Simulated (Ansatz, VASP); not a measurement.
Ti2AlN3 in VASP and in Ansatz

Contents of INCAR:

```
  PREC = Accurate
  ENCUT = 600
  EDIFF = 1E-7
  ISMEAR = 0
  SIGMA = 0.1
  LREAL = F
  LASPH = T
  NELM = 100
  ALGO = Normal
  ISIF = 3
  LWAVE = F
  LCHARG = F
  GGA = PE
  IBRION = 2
  NSW = 90
  EDIFFG = -0.04
```

File KPOINTS:

```
Automatic mesh
0
Gamma
  6 6 4
```

The input POSCAR:

```
Ti2AlN3
1.0
    2.9594850074      0.0000000000      0.0000000000
   -1.4797425037      2.5629891985      0.0000000000
    0.0000000000      0.0000000000      7.3089218372
Ti Al N
2 1 3
Direct
    0.3333333333      0.6666666667      0.1613112273
    0.6666666667      0.3333333333      0.8386887727
    0.0000000000      0.0000000000      0.5000000000
    0.6666666667      0.3333333333      0.3441567580
    0.3333333333      0.6666666667      0.6558432420
    0.0000000000      0.0000000000      0.0000000000
```

Input for Ansatz:

```yaml
crystal:
  lattice:
    - [2.9594850074, 0.0, 0.0]
    - [-1.4797425037, 2.5629891985, 0.0]
    - [0.0, 0.0, 7.3089218372]
  atoms:
    - { symbol: Ti, position: [0.3333333333, 0.6666666667, 0.1613112273] }
    - { symbol: Ti, position: [0.6666666667, 0.3333333333, 0.8386887727] }
    - { symbol: Al, position: [0.0, 0.0, 0.5] }
    - { symbol: "N", position: [0.6666666667, 0.3333333333, 0.344156758] }
    - { symbol: "N", position: [0.3333333333, 0.6666666667, 0.655843242] }
    - { symbol: "N", position: [0.0, 0.0, 0.0] }
basis:
  ecutwfc: 420
kpoints:
  mp_grid: { grid: [6, 6, 4] }
hamiltonian:
  xc: pbe
scf:
  occupations: { method: gaussian, width: 0.1 }
  lower_state_search: "off"
output:
  forces: true
  stress: true
  eigenvalues: true
relax:
  adjacent_minimum: "off"
  f_tol: 0.04
  max_steps: 70
  cell: { stress_tol: 0.4 }
```

Alike in both runs: task relaxation of cell and atoms; functional PBE; k mesh 6 × 6 × 4; occupations gaussian, width 0.1 eV; no spin polarisation.

```csv
,VASP,Ansatz
version,VASP 6.6.1,Ansatz 0.2.0
potentials or method,"VASP PAW PBE potentials, release 64 (Ti_sv, Al, N), cutoff 600 eV","scalar-relativistic, plane waves, PAW"
valence electrons in the cell,42,42
```

```tsv
	VASP	Ansatz	Ansatz less VASP
gap on the k mesh at the Fermi level, each at its own relaxed structure (eV)	none	none	-
relaxed volume (Å³/atom)	9.25	9.25	-0.006
relaxed cell length with the largest relative difference (Å)	7.312	7.308	-0.0036
```

A gap of «none» marks a metal or a gap that the smearing closes.

The k mesh is coarse, so the values compare programs but aren't converged.
